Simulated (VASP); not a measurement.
# C (Pmmn) in VASP: notebook

Runs on C. Level: PBE. Tasks: single point, relaxation of cell and atoms.

Everything below comes from runs of VASP 6.6.1. Logs are shortened: lines on timing, memory, paths and dates and some standing lists are left out, and cuts for length are marked.

## (1) The cell of the first run

The structure is orthorhombic, space group Pmmn (No. 59). Conventional cell: a = 1.797 Å, b = 2.228 Å, c = 1.826 Å, α = 90.00°, β = 90.00°, γ = 90.00°. C (site symmetry mm2) has 12 C at 1.58 to 1.84 Å within 2.1 Å.

The cell was built from a structure type or drawn by symmetry, and may not be a known phase.

## (2) Single point, PBE

INCAR reads:

```
PREC = Accurate
ENCUT = 520
EDIFF = 1E-7
ISMEAR = 0
SIGMA = 0.1
LREAL = F
LASPH = T
NELM = 80
ALGO = Normal
ISIF = 2
LWAVE = F
LCHARG = T
GGA = PE
LELF = T
LVHAR = T
NBANDS = 11
```

KPOINTS reads:

```
Automatic mesh
0
Gamma
  10 8 10
```

POSCAR reads:

```
C
1.0
    1.7966886300      0.0000000000      0.0000000000
    0.0000000000      2.2282488500      0.0000000000
    0.0000000000      0.0000000000      1.8262882000
C
2
Direct
    0.5000000000      0.0000000000      0.8156311700
    0.0000000000      0.5000000000      0.1843688300
```

Potentials or basis: VASP PAW PBE potentials, release 64 (C).

Run with:

```console
> cat potpaw_PBE.64/C/POTCAR > POTCAR
> mpirun -np 1 vasp_std > vasp.out
```

OUTCAR:

```text
PREC = Accurate
   ENCUT = 520
   EDIFF = 1E-7
   ISMEAR = 0
   LREAL = F
   LASPH = T
   NELM = 80
   ISIF = 2
   GGA = PE

 ion  position               nearest neighbor table
   1  0.500  0.000  0.816-   2 1.58   2 1.58   2 1.58   2 1.58   2 1.84   2 1.84   2 1.84   2 1.84

   2  0.000  0.500  0.184-   1 1.58   1 1.58   1 1.58   1 1.58   1 1.84   1 1.84   1 1.84   1 1.84

  LATTYP: Found a simple orthorhombic cell.
 ALAT       =     1.7966886300
 B/A-ratio  =     1.0164745129
 C/A-ratio  =     1.2401975572

  Lattice vectors:

 A1 = (  -1.7966886300,   0.0000000000,   0.0000000000)
 A2 = (   0.0000000000,   0.0000000000,   1.8262882000)
 A3 = (   0.0000000000,   2.2282488500,   0.0000000000)

Analysis of symmetry for initial positions (statically):
=====================================================================
 Subroutine PRICEL returns:
 Original cell was already a primitive cell.

 Routine SETGRP: Setting up the symmetry group for a
 simple orthorhombic supercell.

 Subroutine GETGRP returns: Found  8 space group operations
 (whereof  4 operations were pure point group operations)
 out of a pool of  8 trial point group operations.

The static configuration has the point symmetry C_2v.
 The point group associated with its full space group is D_2h.

Analysis of symmetry for dynamics (positions and initial velocities):
=====================================================================
 Subroutine PRICEL returns:
 Original cell was already a primitive cell.

 Routine SETGRP: Setting up the symmetry group for a
 simple orthorhombic supercell.

 Subroutine GETGRP returns: Found  8 space group operations
 (whereof  4 operations were pure point group operations)
 out of a pool of  8 trial point group operations.

The dynamic configuration has the point symmetry C_2v.
 The point group associated with its full space group is D_2h.

 Subroutine INISYM returns: Found  8 space group operations
 (whereof  4 operations are pure point group operations),
 and found     1 'primitive' translations

----------------------------------------------------------------------------------------

                                     Primitive cell

  volume of cell :       7.3115

  direct lattice vectors                    reciprocal lattice vectors
     1.796688630  0.000000000  0.000000000     0.556579467  0.000000000  0.000000000
     0.000000000  2.228248850  0.000000000     0.000000000  0.448782909  0.000000000
     0.000000000  0.000000000  1.826288200     0.000000000  0.000000000  0.547558704

  length of vectors
     1.796688630  2.228248850  1.826288200     0.556579467  0.448782909  0.547558704

  position of ions in fractional coordinates (direct lattice)
     0.500000000  0.000000000  0.815631170
     0.000000000  0.500000000  0.184368830

  ion indices of the primitive-cell ions
   primitive index   ion index
                 1           1
                 2           2

----------------------------------------------------------------------------------------

 KPOINTS: Automatic mesh

Automatic generation of k-mesh.
 Grid dimensions read from file:
 generate k-points for:   10    8   10

 Generating k-lattice:

  Cartesian coordinates                     Fractional coordinates (reciprocal lattice)
     0.055657947  0.000000000  0.000000000     0.100000000  0.000000000  0.000000000
     0.000000000  0.056097864  0.000000000     0.000000000  0.125000000  0.000000000
     0.000000000  0.000000000  0.054755870     0.000000000  0.000000000  0.100000000

  Length of vectors
     0.055657947  0.056097864  0.054755870

  Shift w.r.t. Gamma in fractional coordinates (k-lattice)
     0.000000000  0.000000000  0.000000000

 Subroutine IBZKPT returns following result:
 ===========================================

 Found    180 irreducible k-points:

 Following reciprocal coordinates:
            Coordinates               Weight
  0.000000  0.000000  0.000000      1.000000
  0.100000  0.000000  0.000000      2.000000
  0.200000  0.000000  0.000000      2.000000
  0.300000  0.000000  0.000000      2.000000
  0.400000  0.000000  0.000000      2.000000
  0.500000  0.000000  0.000000      1.000000
[... 16 lines left out ...]
  0.400000  0.375000  0.000000      4.000000
  0.500000  0.375000  0.000000      2.000000
 [... further k-points ...]
   k-points           NKPTS =    180   k-points in BZ     NKDIM =    180   number of bands    NBANDS=     11
   number of dos      NEDOS =    301   number of ions     NIONS =      2
   total plane-waves  NPLWV =   3528
   dimension x,y,z NGX =    14 NGY =   18 NGZ =   14
   dimension x,y,z NGXF=    28 NGYF=   36 NGZF=   28
   ions per type =               2
   NGX,Y,Z   is equivalent  to a cutoff of  12.95, 13.43, 12.74 a.u.
   NGXF,Y,Z  is equivalent  to a cutoff of  25.91, 26.86, 25.49 a.u.
 SYSTEM =  unknown system
   PREC   = accura    normal or accurate (medium, high low for compatibility)
[... 24 lines left out ...]
   EFERMI_NEDOS =   21; number of points for ismear=-14 and -15
   IALGO  =     38    algorithm
   IMIX   =      4    mixing-type and parameters
     AMIX     =   0.40;   BMIX     =  1.00
     AMIX_MAG =   1.60;   BMIX_MAG =  1.00
  volume/ion in A,a.u.               =       3.66        24.67
  Fermi-wavevector in a.u.,A,eV,Ry     =   1.686953  3.187878 38.719584  2.845809
  Thomas-Fermi vector in A             =   2.769525
   LORBIT       =      0    0 simple, 1 ext, 2 COOP (PROOUT), +10 PAW based schemes
   GGA     = PE    functional components
   LHFCALC =     F    Hartree Fock is set to
   AEXX    =    0.0000 exact exchange contribution
   IVDW    =     0    specifies the selected vdW correction
   LEPSILON=     F    determine dielectric tensor
   LRPA    =     F    only Hartree local field effects (RPA)
 non-spin polarized calculation
 Gauss-broadening in eV      SIGMA  =   0.10
  energy-cutoff  :      520.00
  volume of cell :        7.31
 maximum number of plane-waves:       207
 NGX is ok and might be reduce to    14
   NGX =  7   NGY =  9   NGZ =  7

 number of electron       8.0000000 magnetization

 Free energy of the ion-electron system (eV)
  ---------------------------------------------------
  ext. energy  EPLUGINS =         0.00000000
  ---------------------------------------------------
  free energy    TOTEN  =        -5.48290573 eV

  energy without entropy =       -5.48042909  energy(sigma->0) =       -5.48166741

 E-fermi :  20.2908     XC(G=0): -16.1957

 val. band max:       20.2705641331   @ k =   0.0000   0.1250   0.0000
 cond. band min:      20.3314620296   @ k =   0.0000   0.3750   0.1000
 fundamental gap:      0.0608978965
 Fermi energy:        20.2908287340

 k-point     1 :       0.0000    0.0000    0.0000
  band No.  band energies     occupation
      1     -10.8625      2.00000
      2       8.5687      2.00000
      3      19.8771      2.00000
      4      20.3681      0.27423
      5      20.3768      0.22431
      6      28.0907      0.00000
      7      35.9407      0.00000
      8      35.9615      0.00000
      9      36.8892      0.00000
     10      44.9498      0.00000
     11      59.8096      0.00000

 k-point     2 :       0.1000    0.0000    0.0000
  band No.  band energies     occupation
      1     -10.4927      2.00000
      2       8.9921      2.00000
      3      17.0023      2.00000
      4      20.7167      0.00000
      5      20.9084      0.00000
      6      28.4002      0.00000
      7      34.8285      0.00000
      8      35.1903      0.00000
      9      39.9848      0.00000
     10      44.8091      0.00000
     11      58.6843      0.00000

 k-point     3 :       0.2000    0.0000    0.0000
  band No.  band energies     occupation
      1      -9.3840      2.00000
      2      10.2571      2.00000
      3      12.0200      2.00000
      4      21.6466      0.00000
      5      21.7054      0.00000
      6      28.9469      0.00000
      7      31.7335      0.00000
      8      33.3010      0.00000
      9      44.3342      0.00000
     10      46.6535      0.00000
     11      56.9101      0.00000
[... 267 lines left out ...]
 k-point    23 :       0.4000    0.3750    0.0000
  band No.  band energies     occupation
      1      -1.7955      2.00000
      2       2.7063      2.00000
      3       8.2152      2.00000
      4      12.7538      2.00000
      5      27.4380      0.00000
      6      28.5760      0.00000
      7      33.7234      0.00000
      8      33.9899      0.00000
      9      48.9853      0.00000
     10      52.5414      0.00000
     11      52.7271      0.00000

 k-point    24 :       0.5000    0.3750    0.0000
  band No.  band energies     occupation
      1       1.0411      2.00000
      2       1.0411      2.00000
      3       9.2367      2.00000
      4       9.2367      2.00000
      5      28.5659      0.00000
      6      28.5659      0.00000
      7      33.5434      0.00000
      8      33.5434      0.00000
      9      51.9108      0.00000
     10      51.9108      0.00000
     11      52.7587      0.00000

 [... further k-points ...]

------------------------ aborting loop because EDIFF is reached ----------------------------------------

  FORCE on cell =-STRESS in cart. coord.  units (eV):
  Direction    XX          YY          ZZ          XY          YZ          ZX
  --------------------------------------------------------------------------------------
  -------------------------------------------------------------------------------------
  Total       21.3971855     12.0229834     17.5503264      0.0000000      0.0000000      0.0000000
  in kB     4688.7967849   2634.6140725   3845.8288930      0.0000000      0.0000000      0.0000000
  external PRESSURE =    3723.0799168 kB  Pullay stress =       0.0000000 kB

 VOLUME and BASIS-vectors are now :
 -----------------------------------------------------------------------------
  energy-cutoff  :      520.00
  volume of cell :        7.31
      direct lattice vectors                 reciprocal lattice vectors
     1.796688630  0.000000000  0.000000000     0.556579467  0.000000000  0.000000000
     0.000000000  2.228248850  0.000000000     0.000000000  0.448782909  0.000000000
     0.000000000  0.000000000  1.826288200     0.000000000  0.000000000  0.547558704

 POSITION                                       TOTAL-FORCE (eV/Angst)
 -----------------------------------------------------------------------------------
      0.89834      0.00000      1.48958         0.000000      0.000000      3.762442
      0.00000      1.11412      0.33671         0.000000      0.000000     -3.762442
 -----------------------------------------------------------------------------------
    total drift:                                0.000000      0.000000      0.000000

  FREE ENERGIE OF THE ION-ELECTRON SYSTEM (eV)
  ---------------------------------------------------
  free  energy   TOTEN  =        -5.4829057266 eV

  energy  without entropy=       -5.4804290936  energy(sigma->0) =       -5.48166741
```

Wall time 17 s (1 thread of Intel Xeon 8259CL, shared host); peak memory 0.12 GiB.

Results:

```
Free energy            : -5.4829 eV
Pressure               : 372.3 GPa
Largest force          : 3.762 eV/Å
Band gap on the k mesh : zero (bands 4 and 5 overlap by 7.83 eV)
```

Forces in eV/Å, atoms in the order of the input:
```
C    0.000  0.000  3.762
C    0.000  0.000 -3.762
```

Levels at points of the mesh, in eV from the Fermi level:
| k point | band 2 | band 3 | band 4 | band 5 | band 6 | band 7 |
| --- | --- | --- | --- | --- | --- | --- |
| (0.00, 0.00, 0.00) | -11.72 | -0.41 | 0.08 | 0.09 | 7.80 | 15.65 |
| (0.50, 0.00, 0.00) | -21.96 | -1.47 | -1.47 | 5.02 | 5.02 | 8.27 |
| (0.00, 0.50, 0.00) | -25.18 | 4.36 | 4.36 | 5.61 | 5.61 | 14.81 |
| (0.50, 0.50, 0.00) | -18.34 | -12.63 | -12.63 | 8.58 | 8.58 | 13.62 |
| (0.00, 0.00, 0.50) | -21.39 | -5.16 | 2.75 | 3.74 | 4.88 | 7.40 |
| (0.50, 0.00, 0.50) | -16.09 | -8.51 | -8.51 | 2.84 | 2.84 | 7.18 |
| (0.00, 0.50, 0.50) | -18.44 | -13.12 | -13.12 | 8.81 | 8.81 | 14.32 |
| (0.50, 0.50, 0.50) | -11.27 | -8.68 | -8.68 | -3.47 | -3.47 | -1.90 |

Caveat: the cell stands under pressure; forces of over 1 eV/Å act on the atoms, so gaps and moduli don't describe the material at rest.

## (3) Relaxation of cell and atoms, PBE

INCAR reads:

```
SYSTEM = C
ALGO = Normal
EDIFF = 1E-6
EDIFFG = -0.04
ENCUT = 600
GGA = PE
IBRION = 2
ISIF = 3
ISMEAR = 0
LASPH = .True.
LCHARG = .False.
LREAL = .False.
LWAVE = .False.
NELM = 80
NSW = 90
PREC = Accurate
SIGMA = 0.1
```

KPOINTS reads:

```
k-points
0
Gamma
  10 8 10
  0 0 0
```

POSCAR is that of step 2.

Potentials or basis: VASP PAW PBE potentials, release 64 (C).

Run with:

```console
> cat potpaw_PBE.64/C/POTCAR > POTCAR
> mpirun -np 1 vasp_std > vasp.out
```

Wall time 2.4 min (1 thread of Intel Xeon 8259CL, shared host); peak memory 0.11 GiB.

Results (log left out):

- Free energy: -12.9581 eV
- Relaxed volume: 6.01 Å³/atom
- Relaxed cell: a = 2.344 Å, b = 2.360 Å, c = 2.175 Å, α = 90.00°, β = 90.00°, γ = 90.00°
- Space group after relaxing (to 0.1 Å): P4/mmm (No. 123)
- Energy gained by relaxing: 3735.2 meV/atom
- Ionic steps: 28
- Pressure after relaxing: 0.0 GPa
- Largest force after relaxing: 0.009 eV/Å
- Band gap on the k mesh: zero (bands 4 and 5 overlap by 7.04 eV)

Forces on the atoms (eV/Å):
```
C    0.000  0.000 -0.009
C    0.000  0.000  0.009
```

Stress tensor (GPa, compression positive):
```
 0.04  0.00  0.00
 0.00  0.09  0.00
 0.00  0.00 -0.11
```

The path:
| step | energy change (eV) | largest force (eV/Å) | pressure (GPa) | volume (Å³) |
| --- | --- | --- | --- | --- |
| 1 | 0.0000 | 3.7726 | 371.52 | 7.31 |
| 2 | -4.4476 | 1.8547 | -57.43 | 20.32 |
| 3 | -5.8578 | 3.6109 | -27.14 | 14.05 |
| 4 | -5.8647 | 3.7194 | -22.99 | 13.75 |
| 5 | -7.0885 | 1.5932 | -30.78 | 13.49 |
| 6 | -7.0933 | 1.4352 | -30.66 | 13.48 |
| 7 | -7.2103 | 1.6318 | 41.42 | 11.20 |
| 8 | -7.4427 | 0.1439 | 2.55 | 12.16 |
| 9 | -7.4428 | 0.1809 | 3.42 | 12.13 |
| 10 | -7.4604 | 0.0693 | -3.75 | 12.37 |
| 11 | -7.4657 | 0.0104 | -1.50 | 12.30 |
| 12 | -7.4657 | 0.0049 | -1.63 | 12.30 |
| 13 | -7.4657 | 0.0014 | -1.74 | 12.31 |
| 14 | -7.4660 | 0.0067 | 0.48 | 12.22 |
| 15 | -7.4661 | 0.0044 | -0.15 | 12.24 |
| 16 | -7.4664 | 0.0025 | 0.08 | 12.21 |
| 17 | -7.4676 | 0.0034 | 1.01 | 12.13 |
| 18 | -7.4661 | 0.0154 | 3.24 | 11.96 |
| 19 | -7.4679 | 0.0067 | 1.60 | 12.08 |
| 20 | -7.4680 | 0.0069 | 1.61 | 12.08 |
| 21 | -7.4681 | 0.0075 | 1.66 | 12.07 |
| 22 | -7.4682 | 0.0087 | 1.75 | 12.06 |
| 23 | -7.4683 | 0.0110 | 1.98 | 12.02 |
| 24 | -7.4686 | 0.0109 | 1.82 | 12.02 |
| 25 | -7.4692 | 0.0105 | 1.47 | 12.03 |
| 26 | -7.4701 | 0.0096 | 0.75 | 12.03 |
| 27 | -7.4698 | 0.0080 | -1.12 | 12.03 |
| 28 | -7.4703 | 0.0090 | 0.00 | 12.03 |

Final structure:
```cif
data_structure
_symmetry_space_group_name_H-M 'P 1'
_symmetry_Int_Tables_number 1
_cell_length_a 2.3440
_cell_length_b 2.3600
_cell_length_c 2.1745
_cell_angle_alpha 90.000
_cell_angle_beta 90.000
_cell_angle_gamma 90.000
_cell_volume 12.03
loop_
_atom_site_label
_atom_site_type_symbol
_atom_site_fract_x
_atom_site_fract_y
_atom_site_fract_z
_atom_site_occupancy
C1 C 0.50000 0.00000 0.00017 1
C2 C 0.00000 0.50000 0.99983 1
```

Levels at points of the mesh, in eV from the Fermi level:
```csv
k point,band 1,band 2,band 3,band 4,band 5,band 6,band 7,band 8
"(0.00, 0.00, 0.00)",-21.28,-4.38,-4.14,0.55,3.15,10.98,11.11,14.09
"(0.50, 0.00, 0.00)",-15.86,-15.86,1.67,1.67,5.19,5.19,7.83,7.83
"(0.00, 0.50, 0.00)",-15.94,-15.94,1.84,1.84,5.16,5.16,7.98,7.98
"(0.50, 0.50, 0.00)",-11.46,-11.46,-9.57,-9.57,6.39,6.39,17.53,17.53
"(0.00, 0.00, 0.50)",-17.06,-11.41,-2.70,-2.47,4.10,8.37,14.43,15.42
"(0.50, 0.00, 0.50)",-12.24,-12.24,-5.48,-5.48,3.22,3.22,11.45,11.45
"(0.00, 0.50, 0.50)",-12.31,-12.31,-5.55,-5.55,3.36,3.36,11.59,11.59
"(0.50, 0.50, 0.50)",-9.11,-9.11,-5.20,-5.20,-2.88,-2.88,8.25,8.25
```

Caveat: the volume moved by over 15 % at a fixed basis, so the end points are rough.

## (4) Single point, PBE, collinear spin

INCAR reads:

```
  PREC = Accurate
  ENCUT = 520
  EDIFF = 1E-6
  ISMEAR = 0
  SIGMA = 0.1
  LREAL = F
  LASPH = T
  NELM = 150
  ALGO = Normal
  ISIF = 2
  LWAVE = F
  LCHARG = F
  ISPIN = 2
  MAGMOM = 1 1
  LORBIT = 11
  GGA = PE
  NBANDS = 15
```

KPOINTS reads:

```
Automatic mesh
0
Gamma
  10 8 10
```

POSCAR is that of step 3.

Run with:

```console
> cat potpaw_PBE.64/C/POTCAR > POTCAR
> mpirun -np 1 vasp_std > vasp.out
```

Run time: 41 s. Hardware: 1 thread of Intel Xeon 8259CL, shared host; peak memory 0.13 GiB.

It converged, with:

```yaml
Free_energy: -5.4829 eV
Pressure: 372.3 GPa
Largest_force: 3.762 eV/Å
Band_gap_on_the_k_mesh: zero (filled and empty bands overlap)
Net_moment: 0.00 μB per cell
Valence_electrons_inside_the_program's_atomic_spheres: C 2.60
```

Forces on the atoms (eV/Å):
```
C    0.000  0.000  3.762
C    0.000  0.000 -3.762
```

Stress tensor (GPa, compression positive):
```
468.85   0.00   0.00
  0.00 263.43   0.00
  0.00   0.00 384.56
```

Levels at points of the mesh, in eV from the Fermi level:
Spin up:
| k point | band 1 | band 2 | band 3 | band 4 | band 5 | band 6 | band 7 | band 8 | band 9 |
| --- | --- | --- | --- | --- | --- | --- | --- | --- | --- |
| (0.00, 0.00, 0.00) | -31.15 | -11.72 | -0.41 | 0.08 | 0.09 | 7.80 | 15.65 | 15.67 | 16.60 |
| (0.50, 0.00, 0.00) | -21.96 | -21.96 | -1.47 | -1.47 | 5.02 | 5.02 | 8.27 | 8.27 | 24.83 |
| (0.00, 0.50, 0.00) | -25.18 | -25.18 | 4.36 | 4.36 | 5.61 | 5.61 | 14.81 | 14.81 | 21.90 |
| (0.50, 0.50, 0.00) | -18.34 | -18.34 | -12.63 | -12.63 | 8.59 | 8.59 | 13.62 | 13.62 | 31.08 |
| (0.00, 0.00, 0.50) | -22.83 | -21.39 | -5.16 | 2.75 | 3.74 | 4.88 | 7.40 | 11.25 | 24.27 |
| (0.50, 0.00, 0.50) | -16.09 | -16.09 | -8.51 | -8.51 | 2.84 | 2.84 | 7.18 | 7.18 | 21.75 |
| (0.00, 0.50, 0.50) | -18.44 | -18.44 | -13.12 | -13.12 | 8.81 | 8.81 | 14.32 | 14.32 | 33.51 |
| (0.50, 0.50, 0.50) | -11.27 | -11.27 | -8.68 | -8.68 | -3.47 | -3.47 | -1.90 | -1.90 | 32.44 |
Spin down:
| k point | band 1 | band 2 | band 3 | band 4 | band 5 | band 6 | band 7 | band 8 |
| --- | --- | --- | --- | --- | --- | --- | --- | --- |
| (0.00, 0.00, 0.00) | -31.15 | -11.72 | -0.41 | 0.08 | 0.09 | 7.80 | 15.65 | 15.67 |
| (0.50, 0.00, 0.00) | -21.96 | -21.96 | -1.47 | -1.47 | 5.02 | 5.02 | 8.27 | 8.27 |
| (0.00, 0.50, 0.00) | -25.18 | -25.18 | 4.36 | 4.36 | 5.61 | 5.61 | 14.81 | 14.81 |
| (0.50, 0.50, 0.00) | -18.34 | -18.34 | -12.63 | -12.63 | 8.58 | 8.58 | 13.62 | 13.62 |
| (0.00, 0.00, 0.50) | -22.83 | -21.39 | -5.16 | 2.75 | 3.74 | 4.88 | 7.40 | 11.25 |
| (0.50, 0.00, 0.50) | -16.09 | -16.09 | -8.51 | -8.51 | 2.84 | 2.84 | 7.18 | 7.18 |
| (0.00, 0.50, 0.50) | -18.44 | -18.44 | -13.12 | -13.12 | 8.81 | 8.81 | 14.32 | 14.32 |
| (0.50, 0.50, 0.50) | -11.27 | -11.27 | -8.68 | -8.68 | -3.47 | -3.47 | -1.90 | -1.90 |

Caveat: the cell stands under pressure; forces of over 1 eV/Å act on the atoms, so gaps and moduli don't describe the material at rest.

## (5) Overview

| task | spin | cell | cutoff (eV) | gap on the mesh (eV) | pressure (GPa) | largest force (eV/Å) |
| --- | --- | --- | --- | --- | --- | --- |
| single point | off | as given | 520 | none | 372.3 | 3.76 |
| relaxation of cell and atoms | off | relaxed | 600 | none | 0.0 | 0.01 |
| single point | collinear | as given | 520 | none | 372.3 | 3.76 |

Alike in all rows: level PBE; potentials or basis VASP PAW PBE potentials, release 64 (C); k mesh 10 × 8 × 10; smearing gaussian 0.1 eV.

Caveats: the cell stands under pressure (at least some runs); forces of over 1 eV/Å act on the atoms, so gaps and moduli don't describe the material at rest (at least some runs); the volume moved by over 15 % at a fixed basis, so the end points are rough (at least some runs).

Total energies depend on the potentials used, so only differences within one code and one set of settings carry meaning.
